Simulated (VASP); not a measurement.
A run of VASP 6.6.1:

File INCAR:

```
  PREC = Accurate
  ENCUT = 600
  EDIFF = 1E-6
  ISMEAR = -1
  SIGMA = 0.02
  LREAL = F
  LASPH = T
  NELM = 100
  ALGO = Normal
  ISIF = 3
  LWAVE = F
  LCHARG = F
  GGA = PS
  IBRION = 2
  NSW = 60
  EDIFFG = -0.02
```

The input KPOINTS:

```
Automatic mesh
0
Gamma
  9 9 5
```

POSCAR

```
CO2
1.0
    2.6900000000      0.0000000000      0.0000000000
   -1.3450000000      2.3296083362      0.0000000000
    0.0000000000      0.0000000000      4.3040000000
C O
1 2
Direct
    0.0000000000      0.0000000000      0.0000000000
    0.3333333333      0.6666666667      0.2500000000
    0.6666666667      0.3333333333      0.7500000000
```

Potentials or basis: VASP PAW PBE potentials, release 64 (C, O).

Command:

```sh
$ cat potpaw_PBE.64/C/POTCAR potpaw_PBE.64/O/POTCAR > POTCAR
$ mpirun -np 1 vasp_std > vasp.out
```

Hardware: 1 thread of Intel(R) Xeon(R) 6975P-C (Granite Rapids) (shared host).

Problem. Estimate the wall time of this run.

Solution. Run time: 77 s on 1 thread of Intel(R) Xeon(R) 6975P-C (Granite Rapids), with other jobs on the host, peak memory 0.16 GiB. Counts: scf iterations 156, k points 50, ion steps 23.
